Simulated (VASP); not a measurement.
# SrO (I4mm) in VASP: a series of runs, part 2 of 3

VASP 6.6.1.

## 3. Single point, r2SCAN

Input file POSCAR:

```
SrO
1.0
    0.0000000000      2.5698000000      2.5698000000
    2.5698000000      0.0000000000      2.5698000000
    2.5698000000      2.5698000000      0.0000000000
Sr O
1 1
Direct
   -0.0170246712     -0.0170246712      0.0170246712
    0.5000000000      0.5000000000      0.5000000000
```

Input file INCAR.step1:

```
SYSTEM = SrO
PREC = Accurate ; ENCUT = 520
ISMEAR = 0 ; SIGMA = 0.05
LREAL = .False. ; LASPH = .True.
NELM = 80 ; NBANDS = 15
GGA = PE ; ALGO = Normal
EDIFF = 1E-4 ; LWAVE = .True.
LCHARG = .False.
```

Input file INCAR.step2:

```
SYSTEM = SrO
PREC = Accurate ; ENCUT = 520
EDIFF = 1E-6 ; ISMEAR = 0
SIGMA = 0.05 ; LREAL = .False.
LASPH = .True. ; NELM = 80
ALGO = Normal ; ISIF = 2
LWAVE = .False. ; LCHARG = .False.
METAGGA = R2SCAN ; LMIXTAU = .True.
NBANDS = 15 ; ISTART = 1
```

Input file KPOINTS:

```
regular mesh
0
Gamma
  8 8 8
  0 0 0
```

Potentials or basis: VASP PAW PBE potentials, release 64 (Sr_sv, O).

Started as:

```sh
> cat potpaw_PBE.64/Sr_sv/POTCAR potpaw_PBE.64/O/POTCAR > POTCAR
> cp INCAR.step1 INCAR
> mpirun -np 1 vasp_std > vasp.out
> cp INCAR.step2 INCAR
> mpirun -np 1 vasp_std > vasp.out
```

OUTCAR:

```text
SYSTEM = SrO
   PREC = Accurate
   ENCUT = 520
   EDIFF = 1E-6
   ISMEAR = 0
   LREAL = .False.
   LASPH = .True.
   NELM = 80
   ISIF = 2
   METAGGA = R2SCAN
   ISTART = 1

 ion  position               nearest neighbor table
   1  0.983  0.983  0.017-   2 2.48   2 2.57   2 2.57   2 2.57   2 2.57   2 2.66
   2  0.500  0.500  0.500-   1 2.48   1 2.57   1 2.57   1 2.57   1 2.57   1 2.66

  LATTYP: Found a face centered cubic cell.
 ALAT       =     5.1396000000

  Lattice vectors:

 A1 = (   0.0000000000,   2.5698000000,   2.5698000000)
 A2 = (   2.5698000000,   0.0000000000,   2.5698000000)
 A3 = (   2.5698000000,   2.5698000000,   0.0000000000)

Analysis of symmetry for initial positions (statically):
=====================================================================
 Subroutine PRICEL returns:
 Original cell was already a primitive cell.

 Routine SETGRP: Setting up the symmetry group for a
 face centered cubic supercell.

 Subroutine GETGRP returns: Found  8 space group operations
 (whereof  8 operations were pure point group operations)
 out of a pool of 48 trial point group operations.

The static configuration has the point symmetry C_4v.

Analysis of symmetry for dynamics (positions and initial velocities):
=====================================================================
 Subroutine PRICEL returns:
 Original cell was already a primitive cell.

 Routine SETGRP: Setting up the symmetry group for a
 face centered cubic supercell.

 Subroutine GETGRP returns: Found  8 space group operations
 (whereof  8 operations were pure point group operations)
 out of a pool of 48 trial point group operations.

The dynamic configuration has the point symmetry C_4v.

 Subroutine INISYM returns: Found  8 space group operations
 (whereof  8 operations are pure point group operations),
 and found     1 'primitive' translations

----------------------------------------------------------------------------------------
[... 116 lines left out ...]
  Thomas-Fermi vector in A             =   2.406892
   LORBIT       =      0    0 simple, 1 ext, 2 COOP (PROOUT), +10 PAW based schemes
   METAGGA = R2SCAN    functional components
   LHFCALC =     F    Hartree Fock is set to
   AEXX    =    0.0000 exact exchange contribution
   IVDW    =     0    specifies the selected vdW correction
   LEPSILON=     F    determine dielectric tensor
   LRPA    =     F    only Hartree local field effects (RPA)
 non-spin polarized calculation
 Gauss-broadening in eV      SIGMA  =   0.05
  energy-cutoff  :      520.00
  volume of cell :       33.94
 maximum number of plane-waves:       941
   NGX = 13   NGY = 13   NGZ = 13

 number of electron      15.9999997 magnetization

 Free energy of the ion-electron system (eV)
  ---------------------------------------------------
  ext. energy  EPLUGINS =         0.00000000
  ---------------------------------------------------
  free energy    TOTEN  =       -27.04247463 eV

  energy without entropy =      -27.04247463  energy(sigma->0) =      -27.04247463

 E-fermi :   1.6672     XC(G=0): -10.5914

 val. band max:        1.3296120676   @ k =   0.0000   0.0000   0.0000
 cond. band min:       5.0906466584   @ k =   0.5000   0.5000   0.0000
 fundamental gap:      3.7610345908
 Fermi energy:         1.6671803964

 k-point     1 :       0.0000    0.0000    0.0000
  band No.  band energies     occupation
      1     -32.1127      2.00000
      2     -14.7024      2.00000
      3     -13.1346      2.00000
      4     -13.1346      2.00000
      5     -13.1198      2.00000
      6       1.3247      2.00000
      7       1.3247      2.00000
      8       1.3296      2.00000
      9       6.0115      0.00000
     10       8.1326      0.00000
     11       8.1630      0.00000
     12       8.1630      0.00000
     13      10.4559      0.00000
     14      10.5026      0.00000
[... 401 lines left out ...]
      2     -15.5809      2.00000
      3     -13.5787      2.00000
      4     -13.3585      2.00000
      5     -12.6831      2.00000
      6       0.1598      2.00000
      7       0.6128      2.00000
      8       0.7267      2.00000
      9       6.8704      0.00000
     10       9.5624      0.00000
     11      11.2118      0.00000
     12      11.6896      0.00000
     13      13.1692      0.00000
     14      14.4912      0.00000
     15      16.1682      0.00000

 [... further k-points ...]
[... 5 lines left out ...]
  --------------------------------------------------------------------------------------
  -------------------------------------------------------------------------------------
  Total        0.3375493      0.3375493      0.5382023      0.0000000      0.0000000      0.0000000
  in kB       15.9338183     15.9338183     25.4055254      0.0000000      0.0000000      0.0000000
  external PRESSURE =      19.0910540 kB  Pullay stress =       0.0000000 kB

 VOLUME and BASIS-vectors are now :
 -----------------------------------------------------------------------------
  energy-cutoff  :      520.00
  volume of cell :       33.94
      direct lattice vectors                 reciprocal lattice vectors
     0.000000000  2.569800000  2.569800000    -0.194567671  0.194567671  0.194567671
     2.569800000  0.000000000  2.569800000     0.194567671 -0.194567671  0.194567671
     2.569800000  2.569800000  0.000000000     0.194567671  0.194567671 -0.194567671

 POSITION                                       TOTAL-FORCE (eV/Angst)
 -----------------------------------------------------------------------------------
      2.56980      2.56980      5.05210         0.000000      0.000000      0.238112
      2.56980      2.56980      2.56980         0.000000      0.000000     -0.238112
 -----------------------------------------------------------------------------------
    total drift:                               -0.000000     -0.000000     -0.000488

  FREE ENERGIE OF THE ION-ELECTRON SYSTEM (eV)
  ---------------------------------------------------
  free  energy   TOTEN  =       -27.0424746318 eV

  energy  without entropy=      -27.0424746318  energy(sigma->0) =      -27.04247463
```

OUTCAR.step1:

```text
SYSTEM = SrO
   PREC = Accurate
   ENCUT = 520
   ISMEAR = 0
   LREAL = .False.
   LASPH = .True.
[... 653 lines left out ...]
      2.56980      2.56980      5.05210         0.000000      0.000000      0.213776
      2.56980      2.56980      2.56980         0.000000      0.000000     -0.213776
 -----------------------------------------------------------------------------------
    total drift:                               -0.000000     -0.000000      0.000521

  FREE ENERGIE OF THE ION-ELECTRON SYSTEM (eV)
  ---------------------------------------------------
  free  energy   TOTEN  =       -12.0312215781 eV

  energy  without entropy=      -12.0312215781  energy(sigma->0) =      -12.03122158
```

OSZICAR.step1:

```text
N       E                     dE             d eps       ncg     rms          rms(c)
DAV:   1     0.664930379527E+02    0.66493E+02   -0.84416E+03  1770   0.104E+03
DAV:   2    -0.110104031558E+02   -0.77503E+02   -0.70731E+02  2436   0.218E+02
DAV:   3    -0.141646377613E+02   -0.31542E+01   -0.31395E+01  2255   0.397E+01
DAV:   4    -0.142382460509E+02   -0.73608E-01   -0.73595E-01  2210   0.609E+00
DAV:   5    -0.142405062825E+02   -0.22602E-02   -0.22602E-02  2220   0.872E-01    0.167E+01
DAV:   6    -0.121784908233E+02    0.20620E+01   -0.66820E+00  1812   0.196E+01    0.195E+01
DAV:   7    -0.120397130759E+02    0.13878E+00   -0.29755E-01  2078   0.487E+00    0.113E+01
DAV:   8    -0.120291290565E+02    0.10584E-01   -0.11758E-01  2260   0.342E+00    0.461E-01
DAV:   9    -0.120305881434E+02   -0.14591E-02   -0.57198E-03  2288   0.483E-01    0.233E-01
DAV:  10    -0.120310601059E+02   -0.47196E-03   -0.44299E-04  1945   0.196E-01    0.827E-02
DAV:  11    -0.120312030653E+02   -0.14296E-03   -0.13825E-04  1871   0.872E-02    0.277E-02
DAV:  12    -0.120312215781E+02   -0.18513E-04   -0.24947E-05  1403   0.377E-02
   1 F= -.12031222E+02 E0= -.12031222E+02  d E =-.319777E-15
```

Run time: 1.8 min. Hardware: 1 thread of Intel Xeon Platinum 8488C (Sapphire Rapids), shared host; peak memory 0.18 GiB.

What came out:

- Free energy: -27.0425 eV
- Pressure: 1.9 GPa
- Largest force: 0.238 eV/Å
- Band gap on the k mesh: 3.76 eV, indirect (least direct gap 3.83 eV)

Forces in eV/Å, atoms in the order of the input:
```
Sr   0.000  0.000  0.238
O    0.000  0.000 -0.238
```

Caveat: the cell differs from its parent crystal (all Sr atoms moved +0.087 Å, as atom 1 towards its neighbour atom 2 (O) at 2.570 Å); the PAW data sets were made with another functional, which shifts forces and pressure a little.

## 4. Single point, r2SCAN

Edit POSCAR of step 3 so:

```diff
@@ -8,3 +8,3 @@
 Direct
-   -0.0170246712     -0.0170246712      0.0170246712
+   -0.0121604794     -0.0121604794      0.0121604794
     0.5000000000      0.5000000000      0.5000000000
```

INCAR.step1 is that of step 3.

Edit INCAR.step2 of step 3 so:

```diff
@@ -2,3 +2,3 @@
 PREC = Accurate ; ENCUT = 520
-EDIFF = 1E-6 ; ISMEAR = 0
+EDIFF = 1E-7 ; ISMEAR = 0
 SIGMA = 0.05 ; LREAL = .False.
```

KPOINTS is that of step 3.

Started as:

```sh
> cat potpaw_PBE.64/Sr_sv/POTCAR potpaw_PBE.64/O/POTCAR > POTCAR
> cp INCAR.step1 INCAR
> mpirun -np 1 vasp_std > vasp.out
> cp INCAR.step2 INCAR
> mpirun -np 1 vasp_std > vasp.out
```

Wall time 94 s (1 thread of Intel Xeon Platinum 8488C (Sapphire Rapids), shared host); peak memory 0.18 GiB.

The run converged. Its results:

| Item | Value |
| --- | --- |
| Free energy | -27.0475 eV |
| Pressure | 1.8 GPa |
| Largest force | 0.166 eV/Å |
| Band gap on the k mesh | 3.75 eV, indirect (least direct gap 3.83 eV) |

Forces in eV/Å, atoms in the order of the input:
```
Sr   0.000  0.000  0.166
O    0.000  0.000 -0.166
```

Stress tensor (GPa, compression positive):
```
1.64 0.00 0.00
0.00 1.64 0.00
0.00 0.00 2.12
```

Levels at points of the mesh, in eV from the valence-band top:
| k point | band 4 | band 5 | band 6 | band 7 | band 8 | band 9 | band 10 | band 11 | band 12 | band 13 |
| --- | --- | --- | --- | --- | --- | --- | --- | --- | --- | --- |
| (0.00, 0.00, 0.00) | -14.48 | -14.47 | 0.00 | 0.00 | 0.00 | 4.68 | 6.79 | 6.81 | 6.81 | 9.12 |
| (0.50, 0.00, 0.00) | -14.55 | -13.45 | -2.11 | -1.12 | -1.12 | 7.12 | 9.06 | 9.51 | 9.54 | 12.68 |
| (0.50, 0.50, 0.00) | -14.84 | -14.84 | -0.41 | -0.08 | -0.08 | 3.75 | 8.52 | 10.94 | 11.11 | 11.73 |
| (0.00, 0.50, 0.50) | -14.84 | -14.82 | -0.42 | -0.10 | -0.08 | 3.78 | 8.53 | 10.95 | 11.14 | 11.73 |

Caveat: the cell differs from its parent crystal (all Sr atoms moved +0.062 Å, as atom 1 towards its neighbour atom 2 (O) at 2.570 Å); the PAW data sets were made with another functional, which shifts forces and pressure a little.

(Continued in part 3 of 3.)
